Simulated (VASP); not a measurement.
# BaS (Fm-3m) in VASP: a series of runs

The runs below take BaS through single point, relaxation of cell and atoms, with r2SCAN.

Program: VASP 6.6.1. These are calculated values, not measurements. Logs are shortened: lines on timing, memory, paths and dates and some standing lists are left out, and cuts for length are marked.

## 1. The cell of the first run

Symmetry: Fm-3m, No. 225, cubic system. Conventional cell: a = 6.425 Å, b = 6.425 Å, c = 6.425 Å, α = 90.00°, β = 90.00°, γ = 90.00°. Ba (site symmetry m-3m) has 6 S at 3.21 Å within 4.2 Å. S (site symmetry m-3m) has 6 Ba at 3.21 Å within 4.2 Å.

## 2. Single point, r2SCAN

Contents of POSCAR:

```
BaS
1.0
    3.2126964543      3.2126964543      0.0000000000
   -3.2126964543      3.2126964543      0.0000000000
    0.0000000000      3.2126964543      3.2126964543
Ba S
1 1
Direct
    0.0000000000      0.0000000000      0.0000000000
    0.5000000000      0.5000000000      0.0000000000
```

Contents of INCAR.step1:

```
SYSTEM = BaS
ALGO     = Normal         ! electronic algorithm
EDIFF    = 1E-4           ! SCF threshold, eV
ENCUT    = 520            ! plane-wave cutoff, eV
GGA      = PE             ! functional
ISMEAR   = 0              ! smearing method
LASPH    = .TRUE.         ! aspherical terms in the spheres
LCHARG   = .FALSE.        ! write CHGCAR
LREAL    = .FALSE.        ! projectors in reciprocal space
LWAVE    = .TRUE.         ! write WAVECAR
NBANDS   = 15             ! bands
NELM     = 100            ! most SCF steps
PREC     = Accurate       ! precision mode
SIGMA    = 0.01           ! smearing width, eV
```

Contents of INCAR.step2:

```
SYSTEM = BaS
ALGO     = Normal         ! electronic algorithm
EDIFF    = 1E-6           ! SCF threshold, eV
ENCUT    = 520            ! plane-wave cutoff, eV
ISIF     = 2              ! what is computed and relaxed
ISMEAR   = 0              ! smearing method
ISTART   = 1            
LASPH    = .TRUE.         ! aspherical terms in the spheres
LCHARG   = .FALSE.        ! write CHGCAR
LMIXTAU  = .TRUE.       
LREAL    = .FALSE.        ! projectors in reciprocal space
LWAVE    = .FALSE.        ! write WAVECAR
METAGGA  = R2SCAN         ! meta-GGA
NBANDS   = 15             ! bands
NELM     = 100            ! most SCF steps
PREC     = Accurate       ! precision mode
SIGMA    = 0.01           ! smearing width, eV
```

Contents of KPOINTS:

```
k-points
0
G
  6 6 6
  0 0 0
```

Potentials or basis: VASP PAW PBE potentials, release 64 (Ba_sv, S).

Command:

```sh
$ cat potpaw_PBE.64/Ba_sv/POTCAR potpaw_PBE.64/S/POTCAR > POTCAR
$ cp INCAR.step1 INCAR
$ mpirun -np 1 vasp_std > vasp.out
$ cp INCAR.step2 INCAR
$ mpirun -np 1 vasp_std > vasp.out
```

OUTCAR:

```text
SYSTEM = BaS
   EDIFF = 1E-6
   ENCUT = 520
   ISIF = 2
   ISMEAR = 0
   ISTART = 1
   LASPH = .TRUE.
   LREAL = .FALSE.
   METAGGA = R2SCAN
   NELM = 100
   PREC = Accurate

 ion  position               nearest neighbor table
   1  0.000  0.000  0.000-   2 3.21   2 3.21   2 3.21   2 3.21   2 3.21   2 3.21
   2  0.500  0.500  0.000-   1 3.21   1 3.21   1 3.21   1 3.21   1 3.21   1 3.21

  LATTYP: Found a face centered cubic cell.
 ALAT       =     6.4253929086

  Lattice vectors:

 A1 = (   0.0000000000,   3.2126964543,   3.2126964543)
 A2 = (   3.2126964543,   0.0000000000,   3.2126964543)
 A3 = (   3.2126964543,   3.2126964543,   0.0000000000)

Analysis of symmetry for initial positions (statically):
=====================================================================
 Subroutine PRICEL returns:
 Original cell was already a primitive cell.

 Routine SETGRP: Setting up the symmetry group for a
 face centered cubic supercell.

 Subroutine GETGRP returns: Found 48 space group operations
 (whereof 48 operations were pure point group operations)
 out of a pool of 48 trial point group operations.

The static configuration has the point symmetry O_h .

Analysis of symmetry for dynamics (positions and initial velocities):
=====================================================================
 Subroutine PRICEL returns:
 Original cell was already a primitive cell.

 Routine SETGRP: Setting up the symmetry group for a
 face centered cubic supercell.

 Subroutine GETGRP returns: Found 48 space group operations
 (whereof 48 operations were pure point group operations)
 out of a pool of 48 trial point group operations.

The dynamic configuration has the point symmetry O_h .

 Subroutine INISYM returns: Found 48 space group operations
 (whereof 48 operations are pure point group operations),
 and found     1 'primitive' translations

----------------------------------------------------------------------------------------

                                     Primitive cell

  volume of cell :      66.3192

  direct lattice vectors                    reciprocal lattice vectors
     3.212696454  3.212696454  0.000000000     0.155632506  0.155632506 -0.155632506
    -3.212696454  3.212696454  0.000000000    -0.155632506  0.155632506 -0.155632506
     0.000000000  3.212696454  3.212696454     0.000000000  0.000000000  0.311265012

  length of vectors
     4.543438897  4.543438897  4.543438897     0.269563408  0.269563408  0.311265012

  position of ions in fractional coordinates (direct lattice)
[... 82 lines left out ...]
   NUPDOWN=      -1.0000    fix difference up-down
   EMIN   =  10.00;   EMAX   =-10.00  energy-range for DOS
   EFERMI =   0.00;   METHOD = LEGACY
   ISMEAR =     0;   SIGMA  =   0.01  broadening in eV -4-tet -1-fermi 0-gaus
   EFERMI_NEDOS =   21; number of points for ismear=-14 and -15
   IALGO  =     38    algorithm
   IMIX   =      4    mixing-type and parameters
     AMIX     =   0.40;   BMIX     =  1.00
     AMIX_MAG =   1.60;   BMIX_MAG =  1.00
  volume/ion in A,a.u.               =      33.16       223.77
  Fermi-wavevector in a.u.,A,eV,Ry     =   1.019143  1.925901 14.131725  1.038652
  Thomas-Fermi vector in A             =   2.152640
   LORBIT       =      0    0 simple, 1 ext, 2 COOP (PROOUT), +10 PAW based schemes
   METAGGA = R2SCAN    functional components
   LHFCALC =     F    Hartree Fock is set to
   AEXX    =    0.0000 exact exchange contribution
   IVDW    =     0    specifies the selected vdW correction
   LEPSILON=     F    determine dielectric tensor
   LRPA    =     F    only Hartree local field effects (RPA)
 non-spin polarized calculation
 Gauss-broadening in eV      SIGMA  =   0.01
  energy-cutoff  :      520.00
  volume of cell :       66.32
 maximum number of plane-waves:      1820
 NGX is ok and might be reduce to    36
   NGX = 17   NGY = 17   NGZ = 17

 number of electron      16.0000002 magnetization

 Free energy of the ion-electron system (eV)
  ---------------------------------------------------
  ext. energy  EPLUGINS =         0.00000000
  ---------------------------------------------------
  free energy    TOTEN  =       -39.20548323 eV

  energy without entropy =      -39.20548323  energy(sigma->0) =      -39.20548323

 E-fermi :   1.1862     XC(G=0):  -9.0014

 val. band max:        1.1282734823   @ k =   0.0000   0.0000   0.0000
 cond. band min:       3.6205114180   @ k =   0.5000   0.5000   0.0000
 fundamental gap:      2.4922379357
 Fermi energy:         1.1862337259

 k-point     1 :       0.0000    0.0000    0.0000
  band No.  band energies     occupation
      1     -25.7412      2.00000
      2     -10.3764      2.00000
      3     -10.3764      2.00000
      4     -10.3764      2.00000
      5      -9.6419      2.00000
      6       1.1283      2.00000
      7       1.1283      2.00000
      8       1.1283      2.00000
      9       5.2575      0.00000
     10       5.4323      0.00000
     11       5.4323      0.00000
     12       5.4323      0.00000
     13       6.4521      0.00000
     14       6.4521      0.00000
[... 257 lines left out ...]
      2     -10.8493      2.00000
      3     -10.7657      2.00000
      4     -10.6279      2.00000
      5      -9.1180      2.00000
      6       0.2575      2.00000
      7       0.5868      2.00000
      8       0.7461      2.00000
      9       4.7168      0.00000
     10       7.0942      0.00000
     11       7.8733      0.00000
     12       8.6791      0.00000
     13       9.0968      0.00000
     14      10.1032      0.00000
     15      11.4604      0.00000

------------------------ aborting loop because EDIFF is reached ----------------------------------------

  FORCE on cell =-STRESS in cart. coord.  units (eV):
  Direction    XX          YY          ZZ          XY          YZ          ZX
  --------------------------------------------------------------------------------------
  -------------------------------------------------------------------------------------
  Total        0.2273436      0.2273436      0.2273436      0.0000000      0.0000000      0.0000000
  in kB        5.4923007      5.4923007      5.4923007      0.0000000      0.0000000      0.0000000
  external PRESSURE =       5.4923007 kB  Pullay stress =       0.0000000 kB

 VOLUME and BASIS-vectors are now :
 -----------------------------------------------------------------------------
  energy-cutoff  :      520.00
  volume of cell :       66.32
      direct lattice vectors                 reciprocal lattice vectors
     3.212696454  3.212696454  0.000000000     0.155632506  0.155632506 -0.155632506
    -3.212696454  3.212696454  0.000000000    -0.155632506  0.155632506 -0.155632506
     0.000000000  3.212696454  3.212696454     0.000000000  0.000000000  0.311265012

 POSITION                                       TOTAL-FORCE (eV/Angst)
 -----------------------------------------------------------------------------------
      0.00000      0.00000      0.00000        -0.000000      0.000000      0.000000
      0.00000      3.21270      0.00000         0.000000     -0.000000      0.000000
 -----------------------------------------------------------------------------------
    total drift:                               -0.000000      0.000000     -0.000000

  FREE ENERGIE OF THE ION-ELECTRON SYSTEM (eV)
  ---------------------------------------------------
  free  energy   TOTEN  =       -39.2054832346 eV

  energy  without entropy=      -39.2054832346  energy(sigma->0) =      -39.20548323
```

OSZICAR.step1:

```text
N       E                     dE             d eps       ncg     rms          rms(c)
DAV:   1     0.823191244324E+02    0.82319E+02   -0.67572E+03   480   0.920E+02
DAV:   2    -0.580452212306E+01   -0.88124E+02   -0.79848E+02   642   0.172E+02
DAV:   3    -0.105876233859E+02   -0.47831E+01   -0.47503E+01   644   0.418E+01
DAV:   4    -0.106775814391E+02   -0.89958E-01   -0.89943E-01   604   0.585E+00
DAV:   5    -0.106795340165E+02   -0.19526E-02   -0.19526E-02   650   0.708E-01    0.470E+00
DAV:   6    -0.101738540640E+02    0.50568E+00   -0.69188E-01   550   0.498E+00    0.321E+00
DAV:   7    -0.101765071477E+02   -0.26531E-02   -0.18784E-01   628   0.241E+00    0.210E+00
DAV:   8    -0.101903898862E+02   -0.13883E-01   -0.24217E-02   522   0.112E+00    0.197E-01
DAV:   9    -0.101911508374E+02   -0.76095E-03   -0.33334E-03   634   0.424E-01    0.161E-01
DAV:  10    -0.101920200162E+02   -0.86918E-03   -0.98707E-04   522   0.208E-01    0.425E-02
DAV:  11    -0.101921206261E+02   -0.10061E-03   -0.13092E-04   584   0.689E-02    0.136E-02
DAV:  12    -0.101921238631E+02   -0.32370E-05   -0.66425E-06   338   0.177E-02
   1 F= -.10192124E+02 E0= -.10192124E+02  d E =-.290969-107
```

Run time: 2.5 min. Hardware: 1 thread of Oxide Virtual Turin-like, shared host; peak memory 0.18 GiB.

What came out:

| Property | Result |
| --- | --- |
| Free energy | -39.2055 eV |
| Pressure | 0.5 GPa |
| Band gap on the k mesh | 2.49 eV (least direct gap 2.64 eV) |

Levels at points of the mesh, in eV from the valence-band top:
```csv
k point,band 6,band 7,band 8,band 9,band 10,band 11
"(0.00, 0.00, 0.00)",0.00,0.00,0.00,4.13,4.30,4.30
"(0.50, 0.00, 0.00)",-1.88,-1.05,-1.05,5.97,6.08,6.79
"(0.50, 0.50, 0.00)",-0.54,-0.14,-0.14,2.49,6.48,6.61
```

Caveat: the PAW data sets were made with another functional, which shifts forces and pressure a little; spin-orbit coupling is left out, which moves the levels of the heavy elements. A k mesh can miss the band edges.

## 3. Single point, r2SCAN

POSCAR is that of step 2.

Contents of INCAR.step1:

```
SYSTEM = BaS
PREC = Accurate ; ENCUT = 520
ISMEAR = -1 ; SIGMA = 0.08
LREAL = .FALSE. ; LASPH = .TRUE.
NELM = 80 ; NBANDS = 15
GGA = PE ; ALGO = Normal
EDIFF = 1E-4 ; LWAVE = .TRUE.
LCHARG = .FALSE.
```

Contents of INCAR.step2:

```
SYSTEM = BaS
PREC = Accurate ; ENCUT = 520
EDIFF = 1E-6 ; ISMEAR = -1
SIGMA = 0.08 ; LREAL = .FALSE.
LASPH = .TRUE. ; NELM = 80
ALGO = Normal ; ISIF = 2
LWAVE = .FALSE. ; LCHARG = .TRUE.
METAGGA = R2SCAN ; LMIXTAU = .TRUE.
LELF = .TRUE. ; LVHAR = .TRUE.
NBANDS = 15 ; ISTART = 1
```

Contents of KPOINTS:

```
Automatic mesh
0
G
  10 10 10
  0 0 0
```

Potentials or basis: VASP PAW PBE potentials, release 64 (Ba_sv, S).

Command:

```sh
$ cat potpaw_PBE.64/Ba_sv/POTCAR potpaw_PBE.64/S/POTCAR > POTCAR
$ cp INCAR.step1 INCAR
$ mpirun -np 1 vasp_std > vasp.out
$ cp INCAR.step2 INCAR
$ mpirun -np 1 vasp_std > vasp.out
```

OUTCAR:

```text
SYSTEM = BaS
   PREC = Accurate
   ENCUT = 520
   EDIFF = 1E-6
   ISMEAR = -1
   LREAL = .FALSE.
   LASPH = .TRUE.
   NELM = 80
   ISIF = 2
   METAGGA = R2SCAN
   ISTART = 1

 ion  position               nearest neighbor table
   1  0.000  0.000  0.000-   2 3.21   2 3.21   2 3.21   2 3.21   2 3.21   2 3.21
   2  0.500  0.500  0.000-   1 3.21   1 3.21   1 3.21   1 3.21   1 3.21   1 3.21

  LATTYP: Found a face centered cubic cell.
 ALAT       =     6.4253929086

[... 619 lines left out ...]
 [... further k-points ...]

------------------------ aborting loop because EDIFF is reached ----------------------------------------

  FORCE on cell =-STRESS in cart. coord.  units (eV):
  Direction    XX          YY          ZZ          XY          YZ          ZX
  --------------------------------------------------------------------------------------
  -------------------------------------------------------------------------------------
  Total        0.2267138      0.2267138      0.2267138      0.0000000      0.0000000     -0.0000000
  in kB        5.4770845      5.4770845      5.4770845      0.0000000      0.0000000     -0.0000000
  external PRESSURE =       5.4770845 kB  Pullay stress =       0.0000000 kB

 VOLUME and BASIS-vectors are now :
 -----------------------------------------------------------------------------
  energy-cutoff  :      520.00
  volume of cell :       66.32
      direct lattice vectors                 reciprocal lattice vectors
     3.212696454  3.212696454  0.000000000     0.155632506  0.155632506 -0.155632506
    -3.212696454  3.212696454  0.000000000    -0.155632506  0.155632506 -0.155632506
     0.000000000  3.212696454  3.212696454     0.000000000  0.000000000  0.311265012

 POSITION                                       TOTAL-FORCE (eV/Angst)
 -----------------------------------------------------------------------------------
      0.00000      0.00000      0.00000         0.000000      0.000000      0.000000
      0.00000      3.21270      0.00000        -0.000000     -0.000000      0.000000
 -----------------------------------------------------------------------------------
    total drift:                               -0.000000      0.000000     -0.000000

  FREE ENERGIE OF THE ION-ELECTRON SYSTEM (eV)
  ---------------------------------------------------
  free  energy   TOTEN  =       -39.2056001387 eV

  energy  without entropy=      -39.2056001247  energy(sigma->0) =      -39.20560013
```

Run time: 6.1 min. Hardware: 1 thread of Oxide Virtual Turin-like, shared host; peak memory 0.21 GiB.

What came out:

| Property | Result |
| --- | --- |
| Free energy | -39.2056 eV |
| Pressure | 0.5 GPa |
| Band gap on the k mesh | 2.49 eV (least direct gap 2.64 eV) |

Caveat: the PAW data sets were made with another functional, which shifts forces and pressure a little; spin-orbit coupling is left out, which moves the levels of the heavy elements.

## 4. Relaxation of cell and atoms, r2SCAN

This run uses another cell than the first one, of 32.58 Å³/atom.

Contents of POSCAR:

```
BaS
1.0
    3.1937500000      3.1937500000      0.0000000000
   -3.1937500000      3.1937500000      0.0000000000
    0.0000000000      3.1937500000      3.1937500000
Ba S
1 1
Direct
    0.0000000000      0.0000000000      0.0000000000
    0.5000000000      0.5000000000      0.0000000000
```

Contents of INCAR.step1:

```
SYSTEM = BaS
ALGO = Normal ; EDIFF = 1E-4
ENCUT = 600 ; GGA = PE
ISMEAR = -1 ; LASPH = .True.
LCHARG = .False. ; LREAL = .False.
LWAVE = .True. ; NELM = 100
PREC = Accurate ; SIGMA = 0.08
```

Contents of INCAR.step2:

```
SYSTEM = BaS
ALGO = Normal ; EDIFF = 1E-6
EDIFFG = -0.002 ; ENCUT = 600
IBRION = 2 ; ISIF = 3
ISMEAR = -1 ; ISTART = 1
LASPH = .True. ; LCHARG = .False.
LMIXTAU = .True. ; LREAL = .False.
LWAVE = .False. ; METAGGA = R2SCAN
NELM = 100 ; NSW = 100
PREC = Accurate ; SIGMA = 0.08
```

Contents of KPOINTS:

```
k-points
0
Gamma
  10 10 10
  0 0 0
```

Command:

```sh
$ cat potpaw_PBE.64/Ba_sv/POTCAR potpaw_PBE.64/S/POTCAR > POTCAR
$ cp INCAR.step1 INCAR
$ mpirun -np 1 vasp_std > vasp.out
$ cp INCAR.step2 INCAR
$ mpirun -np 1 vasp_std > vasp.out
```

Wall time 14 min (1 thread of Oxide Virtual Turin-like, shared host); peak memory 0.22 GiB.

The run converged. Its results:

```yaml
Free_energy: -39.2072 eV
Relaxed_volume: 33.56 Å³/atom
Relaxed_cell: a = 4.562 Å, b = 4.562 Å, c = 4.562 Å, α = 60.00°, β = 60.00°, γ = 90.00°
Space_group_after_relaxing_to_0.1_Å: Fm-3m (No. 225)
Energy_gained_by_relaxing: 4.2 meV/atom
Ionic_steps: 3
Pressure_after_relaxing: 0.0 GPa
Band_gap_on_the_k_mesh: 2.51 eV (least direct gap 2.66 eV)
```

The path:
```
step  energy change (eV)  largest force (eV/Å)  pressure (GPa)  volume (Å³)
   1              0.0000                0.0000            1.42        65.15
   2             -0.0073                0.0000           -0.50        67.91
   3             -0.0085                0.0000            0.00        67.13
```

Final structure:
```
CELL_PARAMETERS angstrom
3.22570 3.22570 0.00000
-3.22570 3.22570 0.00000
0.00000 3.22570 3.22570
ATOMIC_POSITIONS crystal
Ba 0.00000 0.00000 0.00000
S 0.50000 0.50000 0.00000
```

Levels at points of the mesh, in eV from the valence-band top:
```csv
k point,band 4,band 5,band 6,band 7,band 8,band 9,band 10,band 11,band 12
"(0.00, 0.00, 0.00)",-11.55,-10.75,0.00,0.00,0.00,4.07,4.30,4.30,4.30
"(0.50, 0.00, 0.00)",-11.58,-9.55,-1.85,-1.03,-1.03,5.93,6.04,6.74,6.74
"(0.50, 0.50, 0.00)",-11.72,-10.66,-0.56,-0.15,-0.15,2.51,6.44,6.54,7.88
```

Caveat: the PAW data sets were made with another functional, which shifts forces and pressure a little; spin-orbit coupling is left out, which moves the levels of the heavy elements. A k mesh can miss the band edges.

## 5. Overview

| task | cell | k mesh | cutoff (eV) | smearing | gap on the mesh (eV) | pressure (GPa) |
| --- | --- | --- | --- | --- | --- | --- |
| single point | a = 4.543 Å, angles 60.0, 60.0, 90.0°, 2 atoms | 6 × 6 × 6 | 520 | gaussian 0.01 eV | 2.49 | 0.5 |
| single point | a = 4.543 Å, angles 60.0, 60.0, 90.0°, 2 atoms | 10 × 10 × 10 | 520 | fermi-dirac 0.08 eV | 2.49 | 0.5 |
| relaxation of cell and atoms | relaxed from a = 4.517 Å, angles 60.0, 60.0, 90.0°, 2 atoms | 10 × 10 × 10 | 600 | fermi-dirac 0.08 eV | 2.51 | 0.0 |

Alike in all rows: level r2SCAN; potentials or basis VASP PAW PBE potentials, release 64 (Ba_sv, S); no spin polarisation.

Caveats: the PAW data sets were made with another functional, which shifts forces and pressure a little; spin-orbit coupling is left out, which moves the levels of the heavy elements.

Absolute energies hang on the potentials; compare differences alone.
